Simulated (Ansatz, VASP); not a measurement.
# One calculation of CsPbCl3, two programs

The input INCAR:

```
SYSTEM = CsPbCl3
PREC = Accurate ; ENCUT = 520
EDIFF = 1E-6 ; ISMEAR = 0
SIGMA = 0.05 ; LREAL = .FALSE.
LASPH = .TRUE. ; NELM = 80
ALGO = Normal ; ISIF = 2
LWAVE = .FALSE. ; LCHARG = .FALSE.
GGA = PE ; NBANDS = 30
```

KPOINTS

```
Automatic mesh
0
G
  6 6 6
  0 0 0
```

POSCAR

```
CsPbCl3
1.0
    5.7311125000      0.0000000000      0.0000000000
    0.0000000000      5.4788875000      0.0000000000
    0.0000000000      0.0000000000      5.6050000000
Cs Pb Cl
1 1 3
Direct
    0.0000000000      0.0000000000      0.0000000000
    0.5000000000      0.5000000000      0.5000000000
    0.0000000000      0.5000000000      0.5000000000
    0.5000000000      0.0000000000      0.5000000000
    0.5000000000      0.5000000000      0.0000000000
```

Input for Ansatz:

```yaml
crystal:
  lattice:
    - [5.7311125, 0.0, 0.0]
    - [0.0, 5.4788875, 0.0]
    - [0.0, 0.0, 5.605]
  atoms:
    - { symbol: Cs, position: [0.0, 0.0, 0.0] }
    - { symbol: Pb, position: [0.5, 0.5, 0.5] }
    - { symbol: Cl, position: [0.0, 0.5, 0.5] }
    - { symbol: Cl, position: [0.5, 0.0, 0.5] }
    - { symbol: Cl, position: [0.5, 0.5, 0.0] }
basis:
  ecutwfc: 420
kpoints:
  mp_grid: { grid: [6, 6, 6] }
hamiltonian:
  xc: pbe
scf:
  occupations: { method: gaussian, width: 0.05 }
output:
  forces: true
  stress: true
  eigenvalues: true
```

Change from the starting cell: strain +0.0225 x Voigt [1, -1, 0, 0, 0, 0], atoms carried along.

Alike in both runs: task single point; functional PBE; k mesh 6 × 6 × 6; occupations gaussian, width 0.05 eV; no spin polarisation.

```csv
,VASP,Ansatz
version,VASP 6.6.1,Ansatz 0.2.0
potentials or method,"VASP PAW PBE potentials, release 64 (Cs_sv, Pb_d, Cl), cutoff 520 eV","scalar-relativistic, plane waves, PAW"
valence electrons in the cell,44,44
```

VASP gave:

- gap on the k mesh at the Fermi level (eV): 1.75
- least direct gap on the mesh (eV): 1.75
- pressure (GPa): 1.8
- traceless stress, the component that is largest in VASP (GPa): 1.31

Problem. What did Ansatz give for the same quantities?

Solution. gap on the k mesh at the Fermi level (eV): 1.74; least direct gap on the mesh (eV): 1.74; pressure (GPa): 1.9; traceless stress, the component that is largest in VASP (GPa): 1.31.

Neither program's run includes spin-orbit coupling.
